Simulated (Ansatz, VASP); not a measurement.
# Si4C in VASP and in Ansatz

```
CELL_PARAMETERS angstrom
0.00000 3.46878 3.46878
3.46878 0.00000 3.46878
3.46878 3.46878 0.00000
ATOMIC_POSITIONS crystal
Si 0.37422 0.37422 0.37422
Si 0.37422 0.37422 0.87733
Si 0.37422 0.87733 0.37422
Si 0.87733 0.37422 0.37422
C 0.75000 0.75000 0.75000
```

Alike in both runs: functional PBE; k mesh 4 × 4 × 4; occupations gaussian, width 0.1 eV; collinear spin.

Ansatz relaxed the structure, and its values are those at the end. VASP's run is a single point on that final structure, the one shown.

|  | VASP | Ansatz |
| --- | --- | --- |
| version | VASP 6.6.1 | Ansatz 0.2.0 |
| potentials or method | VASP PAW PBE potentials, release 64 (Si, C), cutoff 520 eV | scalar-relativistic, plane waves, PAW |
| valence electrons in the cell | 20 | 20 |

Ansatz gave:

```
gap on the k mesh at the Fermi level (eV) : none
pressure (GPa)                            : 0.1
rms of the force components (eV/Å)        : 0.009
net moment per atom (μB)                  : 0.00
```

**Question.** Estimate VASP's values.

**Answer.** gap on the k mesh at the Fermi level (eV): none; pressure (GPa): 0.0; rms of the force components (eV/Å): 0.009; net moment per atom (μB): 0.00.

A gap of «none» marks a metal or a gap that the smearing closes. The functional is the same, so the differences come from potentials, cutoffs and numerics. Ansatz's warnings: seeded moment not kept.

The k mesh is coarse, so the values compare programs but aren't converged.
